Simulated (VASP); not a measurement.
CaSe, 2 atoms in the cell. Symmetry: Fm-3m, No. 225, cubic system. Conventional cell: a = 5.410 Å, b = 5.410 Å, c = 5.410 Å, α = 90.00°, β = 90.00°, γ = 90.00°. Within 3.6 Å of Ca (site symmetry m-3m) lie 6 Se at 2.71 Å. Se (site symmetry m-3m) has 6 Ca at 2.71 Å within 3.6 Å. 

```yaml
Program: VASP 6.6.1
Task: vibrations by perturbation theory
Functional: PBE
Potentials_or_basis: VASP PAW PBE potentials, release 64 (Ca_sv, Se)
Cutoff: 520 eV
k_mesh: 10 × 10 × 10
Occupations: gaussian, width 0.01 eV
Spin: no spin polarisation
Dipole_correction: no
Further_INCAR_settings: ALGO = Normal; EDIFF = 1e-08; IBRION = 8; NSW = 1
```

Potentials or basis: VASP PAW PBE potentials, release 64 (Ca_sv, Se).

Run with:

```console
$ cat potpaw_PBE.64/Ca_sv/POTCAR potpaw_PBE.64/Se/POTCAR > POTCAR
$ mpirun -np 1 vasp_std > vasp.out
```

Hardware: 1 thread of Intel(R) Xeon(R) Platinum 8488C (Sapphire Rapids) (shared host).

Problem. How long does it take, and how much memory?

Solution. It took 9.2 min on 1 thread of Intel(R) Xeon(R) Platinum 8488C (Sapphire Rapids), with other jobs on the host, peak memory 0.28 GiB. Counts: scf iterations 237, k points 47.
